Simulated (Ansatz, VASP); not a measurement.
**Two plane-wave programs on K**

File INCAR:

```
SYSTEM = K
PREC     = Accurate       ! precision mode
ENCUT    = 600            ! plane-wave cutoff, eV
EDIFF    = 1E-7           ! SCF threshold, eV
ISMEAR   = 0              ! smearing method
SIGMA    = 0.1            ! smearing width, eV
LREAL    = .False.        ! projectors in reciprocal space
LASPH    = .True.         ! aspherical terms in the spheres
NELM     = 60             ! most SCF steps
ALGO     = Normal         ! electronic algorithm
ISIF     = 3              ! what is computed and relaxed
LWAVE    = .False.        ! write WAVECAR
LCHARG   = .False.        ! write CHGCAR
GGA      = CA             ! functional
IBRION   = 2              ! ionic algorithm
NSW      = 70             ! ionic steps
EDIFFG   = -0.005         ! ionic threshold
```

KPOINTS

```
regular mesh
0
Gamma
  10 10 10
  0 0 0
```

Contents of POSCAR:

```
K
1.0
    4.3104394900      0.0000000000      0.0000000000
    0.0000000000      4.3104394900      0.0000000000
    0.0000000000      0.0000000000      4.3104394900
K
1
Direct
    0.0000000000      0.0000000000      0.0000000000
```

Input for Ansatz:

```yaml
crystal:
  lattice:
    - [4.31043949, 0.0, 0.0]
    - [0.0, 4.31043949, 0.0]
    - [0.0, 0.0, 4.31043949]
  atoms:
    - { symbol: K, position: [0.0, 0.0, 0.0] }
basis:
  ecutwfc: 420
kpoints:
  mp_grid: { grid: [10, 10, 10] }
hamiltonian:
  xc: lda
scf:
  occupations: { method: gaussian, width: 0.1 }
output:
  forces: true
  stress: true
  eigenvalues: true
relax:
  adjacent_minimum: "off"
  f_tol: 0.005
  max_steps: 50
  cell: { stress_tol: 0.05 }
```

Alike in both runs: task relaxation of cell and atoms; functional LDA; k mesh 10 × 10 × 10; occupations gaussian, width 0.1 eV; no spin polarisation.

```csv
,VASP,Ansatz
version,VASP 6.6.1,Ansatz 0.2.0
potentials or method,"VASP PAW LDA potentials, release 64 (K_sv), cutoff 600 eV","scalar-relativistic, plane waves, PAW"
valence electrons in the cell,9,9
```

```tsv
	VASP	Ansatz	Ansatz less VASP
gap on the k mesh at the Fermi level, each at its own relaxed structure (eV)	none	none	-
relaxed volume (Å³/atom)	68.80	69.05	+0.257
relaxed cell length with the largest relative difference (Å)	4.098	4.103	+0.0051
```

LDA's correlation is that of Perdew and Zunger in VASP and of Perdew and Wang (1992) in Ansatz. A gap of «none» marks a metal or a gap that the smearing closes.
